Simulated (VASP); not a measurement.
# Ti2Co (Fd-3m) in VASP: single point with PBEsol

Aim: the single point of Ti2Co with PBEsol.

Program: VASP 6.6.1. These are calculated values, not measurements. Logs are shortened: lines on timing, memory, paths and dates and some standing lists are left out, and cuts for length are marked.

## Step 1: The cell of the first run

It takes space group Fd-3m (No. 227, cubic). The conventional cell has a = 11.080 Å, b = 11.080 Å, c = 11.080 Å, α = 90.00°, β = 90.00°, γ = 90.00°. Within 3.2 Å of Ti (site symmetry -3m) lie 6 Co at 2.46 Å and 6 Ti at 2.86 Å. Within 3.3 Å of Ti (site symmetry 2mm) lie 4 Co at 2.50 to 2.84 Å and 10 Ti at 2.86 to 2.94 Å. Co (site symmetry 3m) has 9 Ti at 2.46 to 2.84 Å and 3 Co at 2.87 Å within 3.2 Å.

## Step 2: Single point, PBEsol

INCAR reads:

```
PREC = Accurate
ENCUT = 520
EDIFF = 1E-7
ISMEAR = 0
SIGMA = 0.1
LREAL = Auto
LASPH = True
NELM = 100
ALGO = Normal
ISIF = 2
LWAVE = False
LCHARG = False
GGA = PS
NBANDS = 150
```

KPOINTS reads:

```
regular mesh
0
Gamma
  6 6 6
```

POSCAR reads:

```
Ti2Co
1.0
    0.0000000000      5.5401033699      5.5401033699
    5.5401033699      0.0000000000      5.5401033699
    5.5401033699      5.5401033699      0.0000000000
Ti Co
16 8
Direct
    0.6250000000      0.1250000000      0.1250000000
    0.1250000000      0.6250000000      0.1250000000
    0.1250000000      0.1250000000      0.6250000000
    0.1250000000      0.1250000000      0.1250000000
    0.3126837638      0.3126837638      0.6873162362
    0.6873162362      0.6873162362      0.3126837638
    0.3126837638      0.6873162362      0.3126837638
    0.6873162362      0.3126837638      0.6873162362
    0.6873162362      0.3126837638      0.3126837638
    0.3126837638      0.6873162362      0.6873162362
    0.9373162362      0.9373162362      0.5626837638
    0.5626837638      0.5626837638      0.9373162362
    0.9373162362      0.5626837638      0.9373162362
    0.5626837638      0.9373162362      0.5626837638
    0.5626837638      0.9373162362      0.9373162362
    0.9373162362      0.5626837638      0.5626837638
    0.9753773396      0.3415408868      0.3415408868
    0.3415408868      0.9753773396      0.3415408868
    0.3415408868      0.3415408868      0.9753773396
    0.3415408868      0.3415408868      0.3415408868
    0.2746226604      0.9084591132      0.9084591132
    0.9084591132      0.2746226604      0.9084591132
    0.9084591132      0.9084591132      0.2746226604
    0.9084591132      0.9084591132      0.9084591132
```

Potentials or basis: VASP PAW PBE potentials, release 64 (Ti_sv, Co).

Run with:

```bash
cat potpaw_PBE.64/Ti_sv/POTCAR potpaw_PBE.64/Co/POTCAR > POTCAR
mpirun -np 1 vasp_std > vasp.out
```

OUTCAR:

```text
PREC = Accurate
   ENCUT = 520
   EDIFF = 1E-7
   ISMEAR = 0
   LREAL = Auto
   LASPH = True
   NELM = 100
   ISIF = 2
   GGA = PS

 ion  position               nearest neighbor table
   1  0.625  0.125  0.125-  20 2.46  24 2.46  18 2.46  22 2.46  23 2.46  19 2.46   6 2.86   8 2.86
                             9 2.86  12 2.86  14 2.86  15 2.86
   2  0.125  0.625  0.125-  20 2.46  24 2.46  17 2.46  21 2.46  23 2.46  19 2.46   6 2.86   7 2.86
                            10 2.86  12 2.86  13 2.86  16 2.86
   3  0.125  0.125  0.625-  20 2.46  24 2.46  17 2.46  21 2.46  22 2.46  18 2.46   5 2.86   8 2.86
                            10 2.86  11 2.86  14 2.86  16 2.86
   4  0.125  0.125  0.125-  17 2.46  18 2.46  21 2.46  22 2.46  19 2.46  23 2.46   5 2.86   7 2.86
                             9 2.86  11 2.86  13 2.86  15 2.86
   5  0.313  0.313  0.687-  19 2.50  20 2.50  21 2.84  22 2.84   3 2.86   4 2.86
   6  0.687  0.687  0.313-  17 2.50  18 2.50  24 2.84  23 2.84   1 2.86   2 2.86
   7  0.313  0.687  0.313-  18 2.50  20 2.50  21 2.84  23 2.84   2 2.86   4 2.86
   8  0.687  0.313  0.687-  17 2.50  19 2.50  24 2.84  22 2.84   1 2.86   3 2.86
   9  0.687  0.313  0.313-  17 2.50  20 2.50  22 2.84  23 2.84   1 2.86   4 2.86
  10  0.313  0.687  0.687-  18 2.50  19 2.50  24 2.84  21 2.84   2 2.86   3 2.86
  11  0.937  0.937  0.563-  23 2.50  24 2.50  17 2.84  18 2.84   3 2.86   4 2.86
  12  0.563  0.563  0.937-  21 2.50  22 2.50  20 2.84  19 2.84   1 2.86   2 2.86
  13  0.937  0.563  0.937-  22 2.50  24 2.50  17 2.84  19 2.84   2 2.86   4 2.86
[... 5 lines left out ...]
  18  0.342  0.975  0.342-   4 2.46   3 2.46   1 2.46   7 2.50   6 2.50  10 2.50  11 2.84  15 2.84
                            14 2.84  17 2.87  19 2.87  20 2.87
  19  0.342  0.342  0.975-   4 2.46   2 2.46   1 2.46   5 2.50   8 2.50  10 2.50  13 2.84  15 2.84
                            12 2.84  17 2.87  18 2.87  20 2.87
  20  0.342  0.342  0.342-   1 2.46   2 2.46   3 2.46   5 2.50   7 2.50   9 2.50  12 2.84  14 2.84
                            16 2.84  17 2.87  18 2.87  19 2.87
  21  0.275  0.908  0.908-   4 2.46   3 2.46   2 2.46  15 2.50  14 2.50  12 2.50   5 2.84   7 2.84
                            10 2.84  22 2.87  23 2.87  24 2.87
  22  0.908  0.275  0.908-   4 2.46   3 2.46   1 2.46  13 2.50  12 2.50  16 2.50   5 2.84   9 2.84
                             8 2.84  21 2.87  23 2.87  24 2.87
  23  0.908  0.908  0.275-   4 2.46   2 2.46   1 2.46  11 2.50  14 2.50  16 2.50   9 2.84   7 2.84
                             6 2.84  21 2.87  22 2.87  24 2.87
  24  0.908  0.908  0.908-   1 2.46   2 2.46   3 2.46  11 2.50  13 2.50  15 2.50   6 2.84   8 2.84
                            10 2.84  21 2.87  22 2.87  23 2.87

  LATTYP: Found a face centered cubic cell.
 ALAT       =    11.0802067398

  Lattice vectors:

 A1 = (   0.0000000000,   5.5401033699,   5.5401033699)
 A2 = (   5.5401033699,   0.0000000000,   5.5401033699)
 A3 = (   5.5401033699,   5.5401033699,   0.0000000000)

Analysis of symmetry for initial positions (statically):
=====================================================================
 Subroutine PRICEL returns:
 Original cell was already a primitive cell.

 Routine SETGRP: Setting up the symmetry group for a
 face centered cubic supercell.

 Subroutine GETGRP returns: Found 48 space group operations
 (whereof 24 operations were pure point group operations)
 out of a pool of 48 trial point group operations.

The static configuration has the point symmetry T_d .
 The point group associated with its full space group is O_h .

Analysis of symmetry for dynamics (positions and initial velocities):
=====================================================================
 Subroutine PRICEL returns:
 Original cell was already a primitive cell.

 Routine SETGRP: Setting up the symmetry group for a
 face centered cubic supercell.

 Subroutine GETGRP returns: Found 48 space group operations
 (whereof 24 operations were pure point group operations)
 out of a pool of 48 trial point group operations.

The dynamic configuration has the point symmetry T_d .
 The point group associated with its full space group is O_h .

 Subroutine INISYM returns: Found 48 space group operations
 (whereof 24 operations are pure point group operations),
 and found     1 'primitive' translations

----------------------------------------------------------------------------------------

                                     Primitive cell

  volume of cell :     340.0820

  direct lattice vectors                    reciprocal lattice vectors
     0.000000000  5.540103370  5.540103370    -0.090251024  0.090251024  0.090251024
     5.540103370  0.000000000  5.540103370     0.090251024 -0.090251024  0.090251024
[... 70 lines left out ...]
     0.015041837 -0.015041837  0.015041837     0.000000000  0.166666667  0.000000000
     0.015041837  0.015041837 -0.015041837     0.000000000  0.000000000  0.166666667

  Length of vectors
     0.026053226  0.026053226  0.026053226

  Shift w.r.t. Gamma in fractional coordinates (k-lattice)
     0.000000000  0.000000000  0.000000000

 Subroutine IBZKPT returns following result:
 ===========================================

 Found     16 irreducible k-points:

 Following reciprocal coordinates:
            Coordinates               Weight
  0.000000  0.000000  0.000000      1.000000
  0.166667  0.000000  0.000000      8.000000
  0.333333  0.000000  0.000000      8.000000
  0.500000  0.000000  0.000000      4.000000
  0.166667  0.166667  0.000000      6.000000
  0.333333  0.166667  0.000000     24.000000
[... 8 lines left out ...]
 -0.333333  0.333333  0.166667     24.000000
 -0.333333  0.500000  0.166667     12.000000
   k-points           NKPTS =     16   k-points in BZ     NKDIM =     16   number of bands    NBANDS=    150
   number of dos      NEDOS =    301   number of ions     NIONS =     24
   total plane-waves  NPLWV = 216000
   dimension x,y,z NGX =    60 NGY =   60 NGZ =   60
   dimension x,y,z NGXF=   120 NGYF=  120 NGZF=  120
   ions per type =              16   8
   NGX,Y,Z   is equivalent  to a cutoff of  12.73, 12.73, 12.73 a.u.
   NGXF,Y,Z  is equivalent  to a cutoff of  25.46, 25.46, 25.46 a.u.
 SYSTEM =  unknown system
   PREC   = accura    normal or accurate (medium, high low for compatibility)
   ISTART =      0    job   : 0-new  1-cont  2-samecut
   ICHARG =      2    charge: 1-file 2-atom 10-const
   ISPIN  =      1    spin polarized calculation?
   LNONCOLLINEAR =      F non collinear calculations
   LSORBIT =      F    spin-orbit coupling
   LASPH  =      T    aspherical Exc in radial PAW
   ENCUT  =  520.0 eV  38.22 Ry    6.18 a.u.  14.57 14.57 14.57*2*pi/ulx,y,z
   NELM   =    100;   NELMIN=  2; NELMDL= -5     # of ELM steps
   EDIFF  = 0.1E-06   stopping-criterion for ELM
   LREAL  =      T    real-space projection
   EDIFFG = 0.1E-05   stopping-criterion for IOM
   NSW    =      0    number of steps for IOM
   IBRION =     -1    ionic relax: 0-MD 1-quasi-New 2-CG
   NFREE  =      0    steps in history (QN), initial steepest desc. (CG)
   ISIF   =      2    stress and relaxation
   ISYM   =      2    0-nonsym 1-usesym 2-fastsym
   POTIM  = 0.5000    time-step for ionic-motion
   TEBEG  =    0.0;   TEEND  =   0.0 temperature during run
   PSTRESS=    0.0 pullay stress
   NELECT =     264.0000    total number of electrons
   NUPDOWN=      -1.0000    fix difference up-down
   EMIN   =  10.00;   EMAX   =-10.00  energy-range for DOS
   EFERMI =   0.00;   METHOD = LEGACY
   ISMEAR =     0;   SIGMA  =   0.10  broadening in eV -4-tet -1-fermi 0-gaus
   EFERMI_NEDOS =   21; number of points for ismear=-14 and -15
   IALGO  =     38    algorithm
   IMIX   =      4    mixing-type and parameters
     AMIX     =   0.40;   BMIX     =  1.00
     AMIX_MAG =   1.60;   BMIX_MAG =  1.00
  volume/ion in A,a.u.               =      14.17        95.62
  Fermi-wavevector in a.u.,A,eV,Ry     =   1.504579  2.843242 30.800289  2.263757
  Thomas-Fermi vector in A             =   2.615540
   LORBIT       =      0    0 simple, 1 ext, 2 COOP (PROOUT), +10 PAW based schemes
   GGA     = PS    functional components
   LHFCALC =     F    Hartree Fock is set to
   AEXX    =    0.0000 exact exchange contribution
   IVDW    =     0    specifies the selected vdW correction
   LEPSILON=     F    determine dielectric tensor
   LRPA    =     F    only Hartree local field effects (RPA)
 non-spin polarized calculation
 Gauss-broadening in eV      SIGMA  =   0.10
  energy-cutoff  :      520.00
  volume of cell :      340.08
 maximum number of plane-waves:      9257
 NGX is ok and might be reduce to    60
   NGX = 29   NGY = 29   NGZ = 29

 number of electron     263.9999957 magnetization

 Free energy of the ion-electron system (eV)
  ---------------------------------------------------
  ext. energy  EPLUGINS =         0.00000000
  ---------------------------------------------------
  free energy    TOTEN  =      -202.71950213 eV

  energy without entropy =     -202.55095500  energy(sigma->0) =     -202.63522856

 E-fermi :   9.3910     XC(G=0): -12.4660

 val. band max:        9.3894378411   @ k =  -0.3333   0.3333   0.1667
 cond. band min:       9.3948425378   @ k =   0.3333   0.3333   0.0000
 fundamental gap:      0.0054046967
 Fermi energy:         9.3910294431

 k-point     1 :       0.0000    0.0000    0.0000
  band No.  band energies     occupation
      1     -47.3146      2.00000
      2     -47.2387      2.00000
      3     -47.2387      2.00000
      4     -47.2387      2.00000
      5     -47.2375      2.00000
      6     -47.2370      2.00000
[... 2341 lines left out ...]
    143       9.9248      0.00000
    144       9.9248      0.00000
 [bands above 144 left out]

------------------------ aborting loop because EDIFF is reached ----------------------------------------

  FORCE on cell =-STRESS in cart. coord.  units (eV):
  Direction    XX          YY          ZZ          XY          YZ          ZX
  --------------------------------------------------------------------------------------
  -------------------------------------------------------------------------------------
  Total       -0.9711975     -0.9711975     -0.9711975     -0.0000000      0.0000000      0.0000000
  in kB       -4.5754577     -4.5754577     -4.5754577     -0.0000000      0.0000000      0.0000000
  external PRESSURE =      -4.5754577 kB  Pullay stress =       0.0000000 kB

 VOLUME and BASIS-vectors are now :
 -----------------------------------------------------------------------------
  energy-cutoff  :      520.00
  volume of cell :      340.08
      direct lattice vectors                 reciprocal lattice vectors
     0.000000000  5.540103370  5.540103370    -0.090251024  0.090251024  0.090251024
     5.540103370  0.000000000  5.540103370     0.090251024 -0.090251024  0.090251024
     5.540103370  5.540103370  0.000000000     0.090251024  0.090251024 -0.090251024

 POSITION                                       TOTAL-FORCE (eV/Angst)
 -----------------------------------------------------------------------------------
      1.38503      4.15508      4.15508         0.000000      0.000000     -0.000000
      4.15508      1.38503      4.15508         0.000000      0.000000     -0.000000
      4.15508      4.15508      1.38503         0.000000      0.000000     -0.000000
      1.38503      1.38503      1.38503        -0.000000      0.000000     -0.000000
      5.54010      5.54010      3.46460        -0.000000      0.000000      0.001194
      5.54010      5.54010      7.61561        -0.000000      0.000000     -0.001194
[... 16 lines left out ...]
      6.55440      6.55440     10.06591         0.010431      0.010431     -0.010431
     10.06591     10.06591     10.06591        -0.010431     -0.010431     -0.010431
 -----------------------------------------------------------------------------------
    total drift:                               -0.000000     -0.000000     -0.000000

  FREE ENERGIE OF THE ION-ELECTRON SYSTEM (eV)
  ---------------------------------------------------
  free  energy   TOTEN  =      -202.7195021260 eV

  energy  without entropy=     -202.5509549964  energy(sigma->0) =     -202.63522856
```

It took 55 min on 1 thread of Intel Xeon Platinum 8259CL at 2.50GHz (Skylake/Cascade Lake), shared host; peak memory 0.81 GiB.

Results:

* Free energy: -202.7195 eV
* Pressure: -0.5 GPa
* Largest force: 0.018 eV/Å
* Band gap on the k mesh: zero (band 132 reaches 9.50 eV, above the bottom of band 133 at 9.34 eV)

Forces in eV/Å, atoms in the order of the input:
```
Ti   0.000  0.000  0.000
Ti   0.000  0.000  0.000
Ti   0.000  0.000  0.000
Ti   0.000  0.000  0.000
Ti   0.000  0.000  0.001
Ti   0.000  0.000 -0.001
Ti   0.000  0.001  0.000
Ti   0.000 -0.001  0.000
Ti   0.001  0.000  0.000
Ti  -0.001  0.000  0.000
Ti   0.000  0.000 -0.001
Ti   0.000  0.000  0.001
Ti   0.000 -0.001  0.000
Ti   0.000  0.001  0.000
Ti  -0.001  0.000  0.000
Ti   0.001  0.000  0.000
Co   0.010 -0.010 -0.010
Co  -0.010  0.010 -0.010
Co  -0.010 -0.010  0.010
Co   0.010  0.010  0.010
Co  -0.010  0.010  0.010
Co   0.010 -0.010  0.010
Co   0.010  0.010 -0.010
Co  -0.010 -0.010 -0.010
```

Levels at points of the mesh, in eV from the Fermi level:
```
           k point  band 129  band 130  band 131  band 132  band 133  band 134  band 135  band 136
(0.00, 0.00, 0.00)     -0.40      0.10      0.10      0.10      0.19      0.33      0.33      0.38
(0.50, 0.00, 0.00)     -0.23     -0.17     -0.17     -0.12      0.02      0.02      0.14      0.17
(0.50, 0.50, 0.00)     -0.13     -0.13     -0.06     -0.06     -0.06     -0.06      0.26      0.26
```

Caveat: the PAW data sets were made with another functional, which shifts forces and pressure a little. Spin polarisation is off, so any magnetic state and its effect on volume and gap are missing.
